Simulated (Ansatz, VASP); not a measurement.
**C in VASP and in Ansatz**

```
CELL_PARAMETERS angstrom
1.26690 0.73144 11.15000
-1.26690 0.73144 11.15000
0.00000 -1.46289 11.15000
ATOMIC_POSITIONS crystal
C 0.05000 0.05000 0.05000
C 0.95000 0.95000 0.95000
C 0.28300 0.28300 0.28300
C 0.71700 0.71700 0.71700
```

Change from the starting cell: equal xx and yy strain of +3 %.

Alike in both runs: task single point; functional PBEsol; k mesh 15 × 15 × 15; occupations fermi-dirac, width 0.08 eV; no spin polarisation.

```csv
,VASP,Ansatz
version,VASP 6.6.1,Ansatz 0.2.0
potentials or method,"VASP PAW PBE potentials, release 64 (C), cutoff 520 eV","all-electron LAPW, scalar-relativistic"
```

VASP gave:

| Quantity | Value |
| --- | --- |
| pressure (GPa) | -12.9 |
| traceless stress, the component that is largest in VASP (GPa) | 13.22 |
| rms of the force components (eV/Å) | 0.101 |

Task: What did Ansatz give for the same quantities?

Result: Pressure (GPa): -13.2; traceless stress, the component that is largest in VASP (GPa): 13.62; rms of the force components (eV/Å): 0.102.

VASP's potentials were made for PBE, not for PBEsol. Atom by atom the forces differ by 0.000 eV/Å (rms over components). Ansatz ran all-electron here, and VASP with PAW potentials.
